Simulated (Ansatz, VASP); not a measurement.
## Te2Mo in VASP and in Ansatz

```
Te Mo
1.0
     3.51820    0.00000    0.00000
    -1.75910    3.04685    0.00000
     0.00000    0.00000   13.97360
Te Mo
4 2
Direct
  0.66667 0.33333 0.37900
  0.33333 0.66667 0.87900
  0.66667 0.33333 0.12100
  0.33333 0.66667 0.62100
  0.66667 0.33333 0.75000
  0.33333 0.66667 0.25000
```

Alike in both runs: task relaxation of cell and atoms; functional PBE; k mesh 9 × 9 × 2; occupations fermi-dirac, width 0.05 eV; no spin polarisation.

```csv
,VASP,Ansatz
version,VASP 6.6.1,Ansatz 0.2.0
potentials or method,"VASP PAW PBE potentials, release 54 (Te, Mo_sv)",Ansatz PAW
plane-wave cutoff (eV),600,420
valence electrons in the cell,52,92
```

VASP gave:

* relaxed volume (Å³/atom): 27.46
* relaxed cell length with the largest relative difference (Å): 15.062

**Question.** What did Ansatz give for the same quantities?

**Answer.** Relaxed volume (Å³/atom): 27.78; relaxed cell length with the largest relative difference (Å): 15.214.

VASP's potentials hold 52 valence electrons a cell and Ansatz's 92, so a difference there can come from the potentials and not from the codes.

Spin-orbit coupling is off throughout. Noted on Ansatz's run: odd divisions of the mesh miss points on the zone boundary, where band edges often lie, so the gap on the mesh can be too wide; the plane-wave basis is chosen anew once the cell has moved, so the energies of steps on either side of that aren't comparable.
